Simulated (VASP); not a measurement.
# Si (Imma) in VASP: further runs, part 2 of 2

VASP 6.6.1. The steps go on from the part before.

## 3. Single point, PBE (equal xx and yy strain of -3 %)

The input, INCAR:

```
  PREC = Accurate
  ENCUT = 520
  EDIFF = 1E-6
  ISMEAR = -1
  SIGMA = 0.05
  LREAL = F
  LASPH = T
  NELM = 100
  ALGO = Normal
  ISIF = 2
  LWAVE = F
  LCHARG = T
  GGA = PE
  LELF = T
  LVHAR = T
  NBANDS = 11
```

The input, KPOINTS:

```
Automatic mesh
0
Gamma
  16 16 16
```

The input, POSCAR:

```
Si
1.0
   -2.1834700000      2.2974450000      1.2750000000
    2.1834700000     -2.2974450000      1.2750000000
    2.1834700000      2.2974450000     -1.2750000000
Si
2
Direct
    0.8070000000      0.5570000000      0.2500000000
    0.1930000000      0.4430000000      0.7500000000
```

Potentials or basis: VASP PAW PBE potentials, release 64 (Si).

Started as:

```console
$ cat potpaw_PBE.64/Si/POTCAR > POTCAR
$ mpirun -np 1 vasp_std > vasp.out
```

OUTCAR:

```text
PREC = Accurate
   ENCUT = 520
   EDIFF = 1E-6
   ISMEAR = -1
   LREAL = F
   LASPH = T
   NELM = 100
   ISIF = 2
   GGA = PE

 ion  position               nearest neighbor table
   1  0.807  0.557  0.250-   2 2.32   2 2.32   2 2.40   2 2.40   2 2.69   2 2.69
   2  0.193  0.443  0.750-   1 2.32   1 2.32   1 2.40   1 2.40   1 2.69   1 2.69

  LATTYP: Found a body centered orthorhombic cell.
 ALAT       =     2.5500000000
 B/A-ratio  =     1.7125254902
 C/A-ratio  =     1.8019176471

  Lattice vectors:

 A1 = (   2.1834700000,  -2.2974450000,   1.2750000000)
 A2 = (  -2.1834700000,  -2.2974450000,  -1.2750000000)
 A3 = (   2.1834700000,   2.2974450000,  -1.2750000000)

Analysis of symmetry for initial positions (statically):
=====================================================================
 Subroutine PRICEL returns:
 Original cell was already a primitive cell.

 Routine SETGRP: Setting up the symmetry group for a
 body centered orthorhombic supercell.

 Subroutine GETGRP returns: Found  8 space group operations
 (whereof  4 operations were pure point group operations)
 out of a pool of  8 trial point group operations.

The static configuration has the point symmetry C_2h.
 The point group associated with its full space group is D_2h.

Analysis of symmetry for dynamics (positions and initial velocities):
=====================================================================
 Subroutine PRICEL returns:
 Original cell was already a primitive cell.

 Routine SETGRP: Setting up the symmetry group for a
 body centered orthorhombic supercell.

 Subroutine GETGRP returns: Found  8 space group operations
 (whereof  4 operations were pure point group operations)
 out of a pool of  8 trial point group operations.

The dynamic configuration has the point symmetry C_2h.
 The point group associated with its full space group is D_2h.

 Subroutine INISYM returns: Found  8 space group operations
 (whereof  4 operations are pure point group operations),
 and found     1 'primitive' translations

----------------------------------------------------------------------------------------

                                     Primitive cell

  volume of cell :      25.5837

  direct lattice vectors                    reciprocal lattice vectors
    -2.183470000  2.297445000  1.275000000     0.000000000  0.217633066  0.392156863
     2.183470000 -2.297445000  1.275000000     0.228993300  0.000000000  0.392156863
     2.183470000  2.297445000 -1.275000000     0.228993300  0.217633066  0.000000000

  length of vectors
     3.416345967  3.416345967  3.416345967     0.448498781  0.454119958  0.315914677

  position of ions in fractional coordinates (direct lattice)
     0.807000000  0.557000000  0.250000000
     0.193000000  0.443000000  0.750000000

  ion indices of the primitive-cell ions
   primitive index   ion index
                 1           1
                 2           2

----------------------------------------------------------------------------------------

 KPOINTS: Automatic mesh

Automatic generation of k-mesh.
[... 27 lines left out ...]
  0.250000  0.000000  0.000000      4.000000
  0.312500 -0.000000  0.000000      4.000000
[... 16 lines left out ...]
 -0.187500  0.062500  0.000000      8.000000
 -0.125000  0.062500  0.000000      8.000000
 [... further k-points ...]
   k-points           NKPTS =    621   k-points in BZ     NKDIM =    621   number of bands    NBANDS=     11
   number of dos      NEDOS =    301   number of ions     NIONS =      2
   total plane-waves  NPLWV =  21952
   dimension x,y,z NGX =    28 NGY =   28 NGZ =   28
   dimension x,y,z NGXF=    56 NGYF=   56 NGZF=   56
   ions per type =               2
   NGX,Y,Z   is equivalent  to a cutoff of  13.63, 13.63, 13.63 a.u.
   NGXF,Y,Z  is equivalent  to a cutoff of  27.25, 27.25, 27.25 a.u.
 SYSTEM =  unknown system
   PREC   = accura    normal or accurate (medium, high low for compatibility)
   ISTART =      0    job   : 0-new  1-cont  2-samecut
   ICHARG =      2    charge: 1-file 2-atom 10-const
   ISPIN  =      1    spin polarized calculation?
   LNONCOLLINEAR =      F non collinear calculations
   LSORBIT =      F    spin-orbit coupling
   LASPH  =      T    aspherical Exc in radial PAW
   ENCUT  =  520.0 eV  38.22 Ry    6.18 a.u.   6.35  6.35  6.35*2*pi/ulx,y,z
   NELM   =    100;   NELMIN=  2; NELMDL= -5     # of ELM steps
   EDIFF  = 0.1E-05   stopping-criterion for ELM
   LREAL  =      F    real-space projection
   EDIFFG = 0.1E-04   stopping-criterion for IOM
   NSW    =      0    number of steps for IOM
   IBRION =     -1    ionic relax: 0-MD 1-quasi-New 2-CG
   NFREE  =      0    steps in history (QN), initial steepest desc. (CG)
   ISIF   =      2    stress and relaxation
   ISYM   =      2    0-nonsym 1-usesym 2-fastsym
   POTIM  = 0.5000    time-step for ionic-motion
   TEBEG  =    0.0;   TEEND  =   0.0 temperature during run
   PSTRESS=    0.0 pullay stress
   NELECT =       8.0000    total number of electrons
   NUPDOWN=      -1.0000    fix difference up-down
   EMIN   =  10.00;   EMAX   =-10.00  energy-range for DOS
   EFERMI =   0.00;   METHOD = LEGACY
   ISMEAR =    -1;   SIGMA  =   0.05  broadening in eV -4-tet -1-fermi 0-gaus
   EFERMI_NEDOS =   21; number of points for ismear=-14 and -15
   IALGO  =     38    algorithm
   IMIX   =      4    mixing-type and parameters
     AMIX     =   0.40;   BMIX     =  1.00
     AMIX_MAG =   1.60;   BMIX_MAG =  1.00
  volume/ion in A,a.u.               =      12.79        86.32
  Fermi-wavevector in a.u.,A,eV,Ry     =   1.111179  2.099824 16.799366  1.234719
  Thomas-Fermi vector in A             =   2.247739
   LORBIT       =      0    0 simple, 1 ext, 2 COOP (PROOUT), +10 PAW based schemes
   GGA     = PE    functional components
   LHFCALC =     F    Hartree Fock is set to
   AEXX    =    0.0000 exact exchange contribution
   IVDW    =     0    specifies the selected vdW correction
   LEPSILON=     F    determine dielectric tensor
   LRPA    =     F    only Hartree local field effects (RPA)
 non-spin polarized calculation
  energy-cutoff  :      520.00
  volume of cell :       25.58
 maximum number of plane-waves:       706
 NGX is ok and might be reduce to    28
   NGX = 13   NGY = 13   NGZ = 13

 number of electron       8.0000000 magnetization

 Free energy of the ion-electron system (eV)
  ---------------------------------------------------
  ext. energy  EPLUGINS =         0.00000000
  ---------------------------------------------------
  free energy    TOTEN  =        -9.87586390 eV

  energy without entropy =       -9.86985071  energy(sigma->0) =       -9.87285730

 E-fermi :  11.5447     XC(G=0): -11.6286

 val. band max:       11.5446201424   @ k =   0.3750   0.3125   0.0000
 cond. band min:      11.5488969515   @ k =  -0.1250   0.0625   0.0000
 fundamental gap:      0.0042768091
 Fermi energy:        11.5447120392

 k-point     1 :       0.0000    0.0000    0.0000
  band No.  band energies     occupation
      1      -3.8416      2.00000
      2       8.6804      2.00000
      3       9.1212      2.00000
      4      10.6026      2.00000
      5      12.4670      0.00000
      6      19.4590      0.00000
      7      21.5978      0.00000
      8      21.6215      0.00000
      9      22.3047      0.00000
     10      22.9001      0.00000
     11      24.1501      0.00000
[... 309 lines left out ...]
 k-point    24 :      -0.1250    0.0625    0.0000
  band No.  band energies     occupation
      1      -3.6183      2.00000
      2       7.5446      2.00000
      3       8.9065      2.00000
      4      11.5489      0.95818
      5      13.5970      0.00000
      6      17.8126      0.00000
      7      19.6835      0.00000
      8      21.1921      0.00000
      9      22.0184      0.00000
     10      22.7272      0.00000
     11      24.0740      0.00000

 [... further k-points ...]

------------------------ aborting loop because EDIFF is reached ----------------------------------------

  FORCE on cell =-STRESS in cart. coord.  units (eV):
  Direction    XX          YY          ZZ          XY          YZ          ZX
  --------------------------------------------------------------------------------------
  -------------------------------------------------------------------------------------
  Total        4.2628246      5.6236544      3.6062235      0.0000000     -0.0000000      0.0000000
  in kB      266.9595871    352.1816135    225.8399128      0.0000000     -0.0000000      0.0000000
  external PRESSURE =     281.6603711 kB  Pullay stress =       0.0000000 kB

 VOLUME and BASIS-vectors are now :
 -----------------------------------------------------------------------------
  energy-cutoff  :      520.00
  volume of cell :       25.58
      direct lattice vectors                 reciprocal lattice vectors
    -2.183470000  2.297445000  1.275000000     0.000000000  0.217633066  0.392156863
     2.183470000 -2.297445000  1.275000000     0.228993300  0.000000000  0.392156863
     2.183470000  2.297445000 -1.275000000     0.228993300  0.217633066  0.000000000

 POSITION                                       TOTAL-FORCE (eV/Angst)
 -----------------------------------------------------------------------------------
      0.00000      1.14872      1.42035        -0.000000     -0.000000     -0.055120
      2.18347      1.14872     -0.14535         0.000000      0.000000      0.055120
 -----------------------------------------------------------------------------------
    total drift:                                0.000000     -0.000000     -0.000000

  FREE ENERGIE OF THE ION-ELECTRON SYSTEM (eV)
  ---------------------------------------------------
  free  energy   TOTEN  =        -9.8758638996 eV

  energy  without entropy=       -9.8698507095  energy(sigma->0) =       -9.87285730
```

OSZICAR:

```text
N       E                     dE             d eps       ncg     rms          rms(c)
DAV:   1     0.632740589117E+01    0.63274E+01   -0.35615E+03 13670   0.622E+02
DAV:   2    -0.950766106908E+01   -0.15835E+02   -0.15291E+02 17836   0.891E+01
DAV:   3    -0.990954795137E+01   -0.40189E+00   -0.39723E+00 17621   0.113E+01
DAV:   4    -0.991092932705E+01   -0.13814E-02   -0.13808E-02 16659   0.830E-01
DAV:   5    -0.991093398879E+01   -0.46617E-05   -0.46615E-05 17380   0.430E-02    0.549E+00
DAV:   6    -0.988865996798E+01    0.22274E-01   -0.63591E-03 16407   0.412E-01    0.321E+00
DAV:   7    -0.987594680153E+01    0.12713E-01   -0.13586E-02 16115   0.649E-01    0.219E-01
DAV:   8    -0.987588094855E+01    0.65853E-04   -0.11808E-03 15858   0.204E-01    0.737E-02
DAV:   9    -0.987586419091E+01    0.16758E-04   -0.40676E-05 17260   0.380E-02    0.464E-02
DAV:  10    -0.987586389959E+01    0.29133E-06   -0.24377E-06 15675   0.115E-02
   1 F= -.98758639E+01 E0= -.98728573E+01  d E =-.601319E-02
```

Wall time 64 s (1 thread of Intel Xeon 6975P-C (Granite Rapids), shared host); peak memory 0.25 GiB.

What came out:

* Free energy: -9.8759 eV
* Pressure: 28.2 GPa
* Largest force: 0.055 eV/Å
* Band gap on the k mesh: zero (bands 4 and 5 overlap by 8.31 eV)

Forces on the atoms (eV/Å):
```
Si   0.000  0.000 -0.055
Si   0.000  0.000  0.055
```

Stress tensor (GPa, compression positive):
```
26.70  0.00  0.00
 0.00 35.22  0.00
 0.00  0.00 22.58
```

Levels at points of the mesh, in eV from the Fermi level:
```
           k point  band 1  band 2  band 3  band 4  band 5  band 6  band 7  band 8
(0.00, 0.00, 0.00)  -15.39   -2.86   -2.42   -0.94    0.92    7.91   10.05   10.08
(0.50, 0.00, 0.00)   -8.41   -8.11   -1.76   -1.61   -1.22   -0.20    5.23    5.48
(0.00, 0.50, 0.00)   -8.33   -7.80   -2.84   -2.51   -1.26    0.75    5.64    6.40
(0.50, 0.50, 0.00)  -11.82  -11.82    0.34    0.34    3.46    3.46    8.37    8.37
(0.50, 0.50, 0.50)   -9.24   -8.15   -8.09   -7.73    5.20    6.01   15.64   15.72
```

Caveat: the cell differs from its parent crystal (equal xx and yy strain of -3 %); the cell stands under pressure.

## 4. Single point, PBE (equal xx and yy strain of -1 %)

The input, INCAR:

```
SYSTEM = Si
PREC = Accurate
ENCUT = 520
EDIFF = 1E-7
ISMEAR = -1
SIGMA = 0.05
LREAL = .False.
LASPH = .True.
NELM = 60
ALGO = Normal
ISIF = 2
LWAVE = .False.
LCHARG = .False.
GGA = PE
NBANDS = 11
```

The input, KPOINTS:

```
Automatic mesh
0
Gamma
  16 16 16
  0 0 0
```

The input, POSCAR:

```
Si
1.0
   -2.2284900000      2.3448150000      1.2750000000
    2.2284900000     -2.3448150000      1.2750000000
    2.2284900000      2.3448150000     -1.2750000000
Si
2
Direct
    0.8070000000      0.5570000000      0.2500000000
    0.1930000000      0.4430000000      0.7500000000
```

Started as:

```console
$ cat potpaw_PBE.64/Si/POTCAR > POTCAR
$ mpirun -np 1 vasp_std > vasp.out
```

It took 64 s on 1 thread of Intel Xeon 6975P-C (Granite Rapids), shared host; peak memory 0.26 GiB.

Results (log left out):

```
Free energy            : -10.0461 eV
Pressure               : 19.4 GPa
Largest force          : 0.017 eV/Å
Band gap on the k mesh : zero (bands 4 and 5 overlap by 7.70 eV)
```

Forces in eV/Å, atoms in the order of the input:
```
Si   0.000  0.000 -0.017
Si   0.000  0.000  0.017
```

Stress tensor (GPa, compression positive):
```
18.31  0.00  0.00
 0.00 22.64  0.00
 0.00  0.00 17.29
```

Levels at points of the mesh, in eV from the Fermi level:
| k point | band 1 | band 2 | band 3 | band 4 | band 5 | band 6 | band 7 | band 8 |
| --- | --- | --- | --- | --- | --- | --- | --- | --- |
| (0.00, 0.00, 0.00) | -14.99 | -2.94 | -2.46 | -1.42 | 1.04 | 7.82 | 9.46 | 10.04 |
| (0.50, 0.00, 0.00) | -8.09 | -7.79 | -1.78 | -1.44 | -1.27 | -0.03 | 4.99 | 5.30 |
| (0.00, 0.50, 0.00) | -8.02 | -7.47 | -2.83 | -2.30 | -1.36 | 0.97 | 5.35 | 6.30 |
| (0.50, 0.50, 0.00) | -11.57 | -11.57 | 0.21 | 0.21 | 3.12 | 3.12 | 8.61 | 8.61 |
| (0.50, 0.50, 0.50) | -9.22 | -8.17 | -7.81 | -7.51 | 5.59 | 6.36 | 14.75 | 15.19 |

Caveat: the cell differs from its parent crystal (equal xx and yy strain of -1 %); the cell stands under pressure.

## 5. Single point, PBE (equal xx and yy strain of +2 %)

The input, INCAR:

```
SYSTEM = Si
ALGO = Normal
EDIFF = 1E-7
ENCUT = 520
GGA = PE
ISIF = 2
ISMEAR = -1
LASPH = .True.
LCHARG = .False.
LREAL = .False.
LWAVE = .False.
NBANDS = 11
NELM = 100
PREC = Accurate
SIGMA = 0.05
```

The input, KPOINTS:

```
k-points
0
Gamma
  16 16 16
  0 0 0
```

The input, POSCAR:

```
Si
1.0
   -2.2960200000      2.4158700000      1.2750000000
    2.2960200000     -2.4158700000      1.2750000000
    2.2960200000      2.4158700000     -1.2750000000
Si
2
Direct
    0.8070000000      0.5570000000      0.2500000000
    0.1930000000      0.4430000000      0.7500000000
```

Started as:

```console
$ cat potpaw_PBE.64/Si/POTCAR > POTCAR
$ mpirun -np 1 vasp_std > vasp.out
```

Run time: 66 s. Hardware: 1 thread of Intel Xeon 6975P-C (Granite Rapids), shared host; peak memory 0.27 GiB.

It converged, with:

| Quantity | Value |
| --- | --- |
| Free energy | -10.1913 eV |
| Pressure | 9.2 GPa |
| Largest force | 0.030 eV/Å |
| Band gap on the k mesh | zero (bands 4 and 5 overlap by 7.00 eV) |

Forces in eV/Å, atoms in the order of the input:
```
Si   0.000  0.000  0.030
Si   0.000  0.000 -0.030
```

Stress tensor (GPa, compression positive):
```
 8.72  0.00  0.00
 0.00  8.63  0.00
 0.00  0.00 10.27
```

Levels at points of the mesh, in eV from the Fermi level:
| k point | band 1 | band 2 | band 3 | band 4 | band 5 | band 6 | band 7 | band 8 | band 9 |
| --- | --- | --- | --- | --- | --- | --- | --- | --- | --- |
| (0.00, 0.00, 0.00) | -14.45 | -3.03 | -2.51 | -2.10 | 1.19 | 7.65 | 8.55 | 10.01 | 10.11 |
| (0.50, 0.00, 0.00) | -7.65 | -7.33 | -1.82 | -1.36 | -1.20 | 0.21 | 4.66 | 5.05 | 9.75 |
| (0.00, 0.50, 0.00) | -7.59 | -7.01 | -2.81 | -2.00 | -1.50 | 1.27 | 4.96 | 6.15 | 8.99 |
| (0.50, 0.50, 0.00) | -11.23 | -11.23 | 0.02 | 0.02 | 2.62 | 2.62 | 8.93 | 8.93 | 10.53 |
| (0.50, 0.50, 0.50) | -9.20 | -8.19 | -7.43 | -7.18 | 6.13 | 6.84 | 13.30 | 14.06 | 14.55 |

Caveat: the cell differs from its parent crystal (equal xx and yy strain of +2 %); the cell stands under pressure.

## 6. Summary

```tsv
cell	gap on the mesh (eV)	pressure (GPa)	largest force (eV/Å)
a = 3.576 Å, angles 100.2, 95.0, 137.4°, 2 atoms	none	6.6	0.05
a = 3.416 Å, angles 100.5, 95.5, 136.2°, 2 atoms	none	28.2	0.06
a = 3.477 Å, angles 100.3, 95.2, 137.0°, 2 atoms	none	19.4	0.02
a = 3.568 Å, angles 99.9, 94.8, 138.1°, 2 atoms	none	9.2	0.03
```

Alike in all rows: task single point; level PBE; potentials or basis VASP PAW PBE potentials, release 64 (Si); no spin polarisation; k mesh 16 × 16 × 16; cutoff (eV) 520; smearing fermi-dirac 0.05 eV.

Caveats: the cell stands under pressure.

Absolute energies hang on the potentials; compare differences alone.
